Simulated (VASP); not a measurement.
# SrCl2: single point with r2SCAN

The system is SrCl2.

```
Sr Cl
1.0
     0.00000    3.46213    3.46213
     3.46213    0.00000    3.46213
     3.46213    3.46213    0.00000
Sr Cl
1 2
Direct
  0.00000 0.00000 0.00000
  0.25000 0.25000 0.25000
  0.75000 0.75000 0.75000
```

| Property | Result |
| --- | --- |
| Program | VASP 6.6.1 |
| Task | single point |
| Functional | r2SCAN |
| Potentials or basis | VASP PAW PBE potentials, release 64 (Sr_sv, Cl) |
| Cutoff | 520 eV |
| k mesh | 6 × 6 × 6 |
| Occupations | gaussian, width 0.02 eV |
| Spin | no spin polarisation |
| Dipole correction | no |
| Further INCAR settings | ALGO = Normal; EDIFF = 1e-06; NBANDS = 19 |

```yaml
Pressure: 1.3 GPa
Band_gap_on_the_k_mesh: 5.98 eV
```

Levels at points of the mesh, in eV from the valence-band top:
```tsv
k point	band 8	band 9	band 10	band 11	band 12	band 13	band 14	band 15	band 16	band 17
(0.00, 0.00, 0.00)	-2.23	-2.23	-0.36	-0.36	-0.36	6.05	6.68	6.68	9.66	9.66
(0.50, 0.00, 0.00)	-1.64	-1.53	-1.39	-1.10	-1.10	7.31	7.31	8.26	8.33	9.45
(0.50, 0.50, 0.00)	-1.97	-1.97	-0.42	-0.42	0.00	5.98	7.85	8.27	8.77	8.77
```

It took 77 s on 1 thread of AMD EPYC 7R13 Processor (Zen 3), on a shared host, peak memory 0.19 GiB.

Caveat: the PAW data sets were made with another functional, which shifts forces and pressure a little. A k mesh can miss the band edges.
